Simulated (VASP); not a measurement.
# Ta2C (P-3m1) in VASP: single point with LDA

Aim: the single point of Ta2C with LDA.

Everything below comes from runs of VASP 6.6.1. Logs are shortened: lines on timing, memory, paths and dates and some standing lists are left out, and cuts for length are marked.

## (1) The cell of the first run

The structure is trigonal, space group P-3m1 (No. 164). Conventional cell: a = 3.106 Å, b = 3.106 Å, c = 4.946 Å, α = 90.00°, β = 90.00°, γ = 120.00°. Within 2.9 Å of Ta (site symmetry 3m) lie 3 C at 2.18 Å. Within 2.9 Å of C (site symmetry -3m) lie 6 Ta at 2.18 Å.

## (2) Single point, LDA

INCAR

```
SYSTEM = Ta2C
  PREC = Accurate
  ENCUT = 700
  EDIFF = 1E-6
  ISMEAR = 0
  SIGMA = 0.1
  LREAL = .False.
  LASPH = .True.
  NELM = 120
  ALGO = Normal
  ISIF = 2
  LWAVE = .False.
  LCHARG = .False.
  NBANDS = 22
  GGA_COMPAT = .False.
```

KPOINTS

```
Automatic mesh
0
Gamma
  6 6 4
  0 0 0
```

POSCAR

```
Ta2C
1.0
    3.1059000000      0.0000000000      0.0000000000
   -1.5529500000      2.6897883016      0.0000000000
    0.0000000000      0.0000000000      4.9464000000
Ta C
2 1
Direct
    0.3333333333      0.6666666667      0.2520100000
    0.6666666667      0.3333333333      0.7479900000
    0.0000000000      0.0000000000      0.0000000000
```

Potentials or basis: VASP PAW LDA potentials, release 64 (Ta_sv_GW, C).

Started as:

```bash
cat potpaw_LDA.64/Ta_sv_GW/POTCAR potpaw_LDA.64/C/POTCAR > POTCAR
mpirun -np 1 vasp_std > vasp.out
```

OUTCAR:

```text
SYSTEM = Ta2C
   PREC = Accurate
   ENCUT = 700
   EDIFF = 1E-6
   ISMEAR = 0
   LREAL = .False.
   LASPH = .True.
   NELM = 120
   ISIF = 2

 ion  position               nearest neighbor table
   1  0.333  0.667  0.252-   3 2.18   3 2.18   3 2.18   2 3.04   2 3.04   2 3.04   2 3.07   2 3.07
                             2 3.07
   2  0.667  0.333  0.748-   3 2.18   3 2.18   3 2.18   1 3.04   1 3.04   1 3.04   1 3.07   1 3.07
                             1 3.07
   3  0.000  0.000  0.000-   1 2.18   2 2.18   1 2.18   2 2.18   2 2.18   1 2.18

  LATTYP: Found a hexagonal cell.
 ALAT       =     3.1059000000
 C/A-ratio  =     1.5925818603

  Lattice vectors:

 A1 = (   3.1059000000,   0.0000000000,   0.0000000000)
 A2 = (  -1.5529500000,   2.6897883016,   0.0000000000)
 A3 = (   0.0000000000,   0.0000000000,   4.9464000000)

Analysis of symmetry for initial positions (statically):
=====================================================================
 Subroutine PRICEL returns:
 Original cell was already a primitive cell.

 Routine SETGRP: Setting up the symmetry group for a
 hexagonal supercell.

 Subroutine GETGRP returns: Found 12 space group operations
 (whereof 12 operations were pure point group operations)
 out of a pool of 24 trial point group operations.

The static configuration has the point symmetry D_3d.

Analysis of symmetry for dynamics (positions and initial velocities):
=====================================================================
 Subroutine PRICEL returns:
 Original cell was already a primitive cell.

 Routine SETGRP: Setting up the symmetry group for a
 hexagonal supercell.

 Subroutine GETGRP returns: Found 12 space group operations
 (whereof 12 operations were pure point group operations)
 out of a pool of 24 trial point group operations.

The dynamic configuration has the point symmetry D_3d.

 Subroutine INISYM returns: Found 12 space group operations
 (whereof 12 operations are pure point group operations),
 and found     1 'primitive' translations

----------------------------------------------------------------------------------------

                                     Primitive cell

  volume of cell :      41.3233

  direct lattice vectors                    reciprocal lattice vectors
     3.105900000  0.000000000  0.000000000     0.321967868  0.185888235  0.000000000
    -1.552950000  2.689788302  0.000000000     0.000000000  0.371776470  0.000000000
     0.000000000  0.000000000  4.946400000     0.000000000  0.000000000  0.202167233

  length of vectors
     3.105900000  3.105900000  4.946400000     0.371776470  0.371776470  0.202167233

  position of ions in fractional coordinates (direct lattice)
     0.333333333  0.666666667  0.252010000
     0.666666667  0.333333333  0.747990000
     0.000000000  0.000000000  0.000000000

  ion indices of the primitive-cell ions
   primitive index   ion index
                 1           1
                 2           2
                 3           3

----------------------------------------------------------------------------------------

 KPOINTS: Automatic mesh

Automatic generation of k-mesh.
 Grid dimensions read from file:
 generate k-points for:    6    6    4

 Generating k-lattice:

  Cartesian coordinates                     Fractional coordinates (reciprocal lattice)
     0.053661311  0.030981373  0.000000000     0.166666667  0.000000000  0.000000000
     0.000000000  0.061962745  0.000000000     0.000000000  0.166666667  0.000000000
     0.000000000  0.000000000  0.050541808     0.000000000  0.000000000  0.250000000

  Length of vectors
     0.061962745  0.061962745  0.050541808

  Shift w.r.t. Gamma in fractional coordinates (k-lattice)
     0.000000000  0.000000000  0.000000000

 Subroutine IBZKPT returns following result:
 ===========================================

 Found     24 irreducible k-points:

 Following reciprocal coordinates:
            Coordinates               Weight
  0.000000  0.000000  0.000000      1.000000
  0.166667 -0.000000  0.000000      6.000000
  0.333333 -0.000000  0.000000      6.000000
  0.500000 -0.000000  0.000000      3.000000
  0.166667  0.166667  0.000000      6.000000
  0.333333  0.166667  0.000000     12.000000
[... 16 lines left out ...]
  0.333333  0.166667  0.500000     12.000000
  0.333333  0.333333  0.500000      2.000000
   k-points           NKPTS =     24   k-points in BZ     NKDIM =     24   number of bands    NBANDS=     22
   number of dos      NEDOS =    301   number of ions     NIONS =      3
   total plane-waves  NPLWV =  37632
   dimension x,y,z NGX =    28 NGY =   28 NGZ =   48
   dimension x,y,z NGXF=    56 NGYF=   56 NGZF=   96
   ions per type =               2   1
   NGX,Y,Z   is equivalent  to a cutoff of  14.99, 14.99, 16.13 a.u.
   NGXF,Y,Z  is equivalent  to a cutoff of  29.97, 29.97, 32.27 a.u.
 SYSTEM =  Ta2C
   PREC   = accura    normal or accurate (medium, high low for compatibility)
   ISTART =      0    job   : 0-new  1-cont  2-samecut
   ICHARG =      2    charge: 1-file 2-atom 10-const
   ISPIN  =      1    spin polarized calculation?
   LNONCOLLINEAR =      F non collinear calculations
   LSORBIT =      F    spin-orbit coupling
   LASPH  =      T    aspherical Exc in radial PAW
   ENCUT  =  700.0 eV  51.45 Ry    7.17 a.u.   6.70  6.70 10.67*2*pi/ulx,y,z
   NELM   =    120;   NELMIN=  2; NELMDL= -5     # of ELM steps
   EDIFF  = 0.1E-05   stopping-criterion for ELM
   LREAL  =      F    real-space projection
   EDIFFG = 0.1E-04   stopping-criterion for IOM
   NSW    =      0    number of steps for IOM
   IBRION =     -1    ionic relax: 0-MD 1-quasi-New 2-CG
   NFREE  =      0    steps in history (QN), initial steepest desc. (CG)
   ISIF   =      2    stress and relaxation
   ISYM   =      2    0-nonsym 1-usesym 2-fastsym
   POTIM  = 0.5000    time-step for ionic-motion
   TEBEG  =    0.0;   TEEND  =   0.0 temperature during run
   PSTRESS=    0.0 pullay stress
   NELECT =      30.0000    total number of electrons
   NUPDOWN=      -1.0000    fix difference up-down
   EMIN   =  10.00;   EMAX   =-10.00  energy-range for DOS
   EFERMI =   0.00;   METHOD = LEGACY
   ISMEAR =     0;   SIGMA  =   0.10  broadening in eV -4-tet -1-fermi 0-gaus
   EFERMI_NEDOS =   21; number of points for ismear=-14 and -15
   IALGO  =     38    algorithm
   IMIX   =      4    mixing-type and parameters
     AMIX     =   0.40;   BMIX     =  1.00
     AMIX_MAG =   1.60;   BMIX_MAG =  1.00
  volume/ion in A,a.u.               =      13.77        92.95
  Fermi-wavevector in a.u.,A,eV,Ry     =   1.471353  2.780455 29.454990  2.164881
  Thomas-Fermi vector in A             =   2.586499
   LORBIT       =      0    0 simple, 1 ext, 2 COOP (PROOUT), +10 PAW based schemes
   GGA     = CA    functional components
   LHFCALC =     F    Hartree Fock is set to
   AEXX    =    0.0000 exact exchange contribution
   IVDW    =     0    specifies the selected vdW correction
   LEPSILON=     F    determine dielectric tensor
   LRPA    =     F    only Hartree local field effects (RPA)
 non-spin polarized calculation
 Gauss-broadening in eV      SIGMA  =   0.10
  energy-cutoff  :      700.00
  volume of cell :       41.32
 maximum number of plane-waves:      1785
 NGX is ok and might be reduce to    28
   NGX = 13   NGY = 13   NGZ = 21

 number of electron      29.9999999 magnetization

 Free energy of the ion-electron system (eV)
  ---------------------------------------------------
  ext. energy  EPLUGINS =         0.00000000
  ---------------------------------------------------
  free energy    TOTEN  =       -42.66118700 eV

  energy without entropy =      -42.65891322  energy(sigma->0) =      -42.66005011

 E-fermi :  10.6628     XC(G=0): -13.3497

 val. band max:       10.6606890566   @ k =   0.0000   0.0000   0.2500
 cond. band min:      10.8221488906   @ k =   0.3333   0.1667   0.5000
 fundamental gap:      0.1614598340
 Fermi energy:        10.6627942953

 k-point     1 :       0.0000    0.0000    0.0000
  band No.  band energies     occupation
      1     -56.8622      2.00000
      2     -56.7931      2.00000
      3     -24.0241      2.00000
      4     -23.3364      2.00000
      5     -23.3364      2.00000
      6     -23.2240      2.00000
[... 14 lines left out ...]
     21      13.5144      0.00000
     22      18.1576      0.00000

 k-point     2 :       0.1667   -0.0000    0.0000
  band No.  band energies     occupation
      1     -56.8488      2.00000
      2     -56.7878      2.00000
      3     -23.9511      2.00000
      4     -23.4921      2.00000
      5     -23.3892      2.00000
      6     -23.3739      2.00000
[... 14 lines left out ...]
     21      15.5354      0.00000
     22      18.0527      0.00000

 k-point     3 :       0.3333   -0.0000    0.0000
  band No.  band energies     occupation
      1     -56.8196      2.00000
      2     -56.7797      2.00000
      3     -23.8142      2.00000
      4     -23.7608      2.00000
      5     -23.6527      2.00000
      6     -23.4844      2.00000
[... 14 lines left out ...]
     21      17.1139      0.00000
     22      17.6338      0.00000

 k-point     4 :       0.5000   -0.0000    0.0000
  band No.  band energies     occupation
      1     -56.8018      2.00000
      2     -56.7789      2.00000
      3     -23.9541      2.00000
      4     -23.7909      2.00000
      5     -23.6351      2.00000
      6     -23.5291      2.00000
[... 14 lines left out ...]
     21      15.9985      0.00000
     22      16.3685      0.00000

 k-point     5 :       0.1667    0.1667    0.0000
  band No.  band energies     occupation
      1     -56.8274      2.00000
      2     -56.7813      2.00000
      3     -23.8270      2.00000
      4     -23.6475      2.00000
      5     -23.6463      2.00000
      6     -23.4277      2.00000
[... 417 lines left out ...]
 k-point    22 :       0.1667    0.1667    0.5000
  band No.  band energies     occupation
      1     -56.8045      2.00000
      2     -56.8042      2.00000
      3     -23.8090      2.00000
      4     -23.7452      2.00000
      5     -23.4422      2.00000
      6     -23.4369      2.00000
[... 14 lines left out ...]
     21      16.4598      0.00000
     22      17.3882      0.00000

 k-point    23 :       0.3333    0.1667    0.5000
  band No.  band energies     occupation
      1     -56.7905      2.00000
      2     -56.7903      2.00000
      3     -23.9315      2.00000
      4     -23.9010      2.00000
      5     -23.5529      2.00000
      6     -23.5388      2.00000
[... 14 lines left out ...]
     21      16.5429      0.00000
     22      18.1925      0.00000

 k-point    24 :       0.3333    0.3333    0.5000
  band No.  band energies     occupation
      1     -56.7857      2.00000
      2     -56.7857      2.00000
      3     -23.8503      2.00000
      4     -23.8503      2.00000
      5     -23.7341      2.00000
      6     -23.6925      2.00000
[... 14 lines left out ...]
     21      18.0580      0.00000
     22      18.3375      0.00000

------------------------ aborting loop because EDIFF is reached ----------------------------------------

  FORCE on cell =-STRESS in cart. coord.  units (eV):
  Direction    XX          YY          ZZ          XY          YZ          ZX
  --------------------------------------------------------------------------------------
  -------------------------------------------------------------------------------------
  Total       -1.9453127     -1.9453127     -2.0990921     -0.0000000      0.0000000      0.0000000
  in kB      -75.4232445    -75.4232445    -81.3855452     -0.0000000      0.0000000      0.0000000
  external PRESSURE =     -77.4106781 kB  Pullay stress =       0.0000000 kB

 VOLUME and BASIS-vectors are now :
 -----------------------------------------------------------------------------
  energy-cutoff  :      700.00
  volume of cell :       41.32
      direct lattice vectors                 reciprocal lattice vectors
     3.105900000  0.000000000  0.000000000     0.321967868  0.185888235  0.000000000
    -1.552950000  2.689788302  0.000000000     0.000000000  0.371776470  0.000000000
     0.000000000  0.000000000  4.946400000     0.000000000  0.000000000  0.202167233

 POSITION                                       TOTAL-FORCE (eV/Angst)
 -----------------------------------------------------------------------------------
     -0.00000      1.79319      1.24654         0.000000     -0.000000      0.183051
      1.55295      0.89660      3.69986        -0.000000      0.000000     -0.183051
      0.00000      0.00000      0.00000         0.000000      0.000000     -0.000000
 -----------------------------------------------------------------------------------
    total drift:                                0.000000     -0.000000      0.000000

  FREE ENERGIE OF THE ION-ELECTRON SYSTEM (eV)
  ---------------------------------------------------
  free  energy   TOTEN  =       -42.6611869978 eV

  energy  without entropy=      -42.6589132215  energy(sigma->0) =      -42.66005011
```

It took 18 s on 1 thread of AMD EPYC 9R45 (Zen 5), shared host; peak memory 0.15 GiB.

What came out:

- Free energy: -42.6612 eV
- Pressure: -7.7 GPa
- Largest force: 0.183 eV/Å
- Band gap on the k mesh: zero (bands 15 and 16 overlap by 0.78 eV)

Forces on the atoms (eV/Å):
```
Ta   0.000  0.000  0.183
Ta   0.000  0.000 -0.183
C    0.000  0.000  0.000
```

Levels at points of the mesh, in eV from the Fermi level:
```tsv
k point	band 12	band 13	band 14	band 15	band 16	band 17	band 18	band 19
(0.00, 0.00, 0.00)	-3.62	-2.89	-0.07	0.45	0.45	1.07	1.07	2.31
(0.50, 0.00, 0.00)	-4.01	-3.71	-1.74	-0.24	3.26	3.38	4.56	4.96
(0.00, 0.00, 0.50)	-3.86	-1.79	-1.55	-0.33	-0.33	2.88	2.88	3.38
(0.50, 0.00, 0.50)	-3.58	-2.53	-1.09	-0.95	1.52	1.53	4.20	4.73
```

Caveat: the k points lie up to 0.39 Å⁻¹ apart, too coarse for converged energies and pressures of a metal; spin-orbit coupling is left out, which moves the levels of the heavy elements.

The gap in the log of VASP goes by the Fermi energy; the results here count the filled bands.